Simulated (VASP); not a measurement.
## Si: relaxation of cell and atoms with LDA

The system is Si.

```xyz
2
Lattice="0.0000 2.7351 2.7351 2.7351 0.0000 2.7351 2.7351 2.7351 0.0000" Properties=species:S:1:pos:R:3 pbc="T T T"
Si    0.0000    0.0000    0.0000
Si    1.3676    1.3676    1.3676
```

```yaml
Program: VASP 6.6.1
Task: relaxation of cell and atoms
Functional: LDA
Potentials_or_basis: VASP PAW LDA potentials, release 64 (Si)
Cutoff: 600 eV
k_mesh: 8 × 8 × 8
Occupations: fermi-dirac, width 0.02 eV
Spin: no spin polarisation
Dipole_correction: no
Further_INCAR_settings: ALGO = Normal; EDIFF = 1e-07; IBRION = 2; EDIFFG = -0.005; NSW = 80; ISIF = 3
```

* Relaxed volume: 19.72 Å³/atom
* Relaxed cell: a = 3.821 Å, b = 3.821 Å, c = 3.821 Å, α = 60.00°, β = 60.00°, γ = 60.00°
* Space group after relaxing (to 0.05 Å): Fd-3m (No. 227)
* Energy gained by relaxing: 8.0 meV/atom
* Ionic steps: 3
* Pressure after relaxing: 0.0 GPa
* Band gap on the k mesh: 0.49 eV, indirect (least direct gap 2.53 eV)

The path:
```csv
step,energy change (eV),largest force (eV/Å),pressure (GPa),volume (Å³)
1,0.0000,0.0000,-3.31,40.92
2,-0.0084,0.0000,2.53,38.47
3,-0.0159,0.0000,-0.01,39.44
```

Final structure:
```
Si
1.0
     0.00000    2.70163    2.70163
     2.70163    0.00000    2.70163
     2.70163    2.70163    0.00000
Si
2
Direct
  0.00000 0.00000 0.00000
  0.25000 0.25000 0.25000
```

Levels at points of the mesh, in eV from the valence-band top:
```csv
k point,band 1,band 2,band 3,band 4,band 5,band 6,band 7,band 8
"(0.00, 0.00, 0.00)",-12.06,0.00,0.00,0.00,2.53,2.53,2.53,3.38
"(0.50, 0.00, 0.00)",-9.68,-7.06,-1.21,-1.21,1.48,3.28,3.28,7.54
"(0.50, 0.50, 0.00)",-7.86,-7.86,-2.89,-2.89,0.57,0.57,10.11,10.11
```

Wall time 14 s on 1 thread of Intel Xeon 6975P-C, with other jobs on the host, peak memory 0.15 GiB.

A k mesh can miss the band edges. Expect the measured gap to be larger: semilocal functionals such as LDA lack the derivative discontinuity.
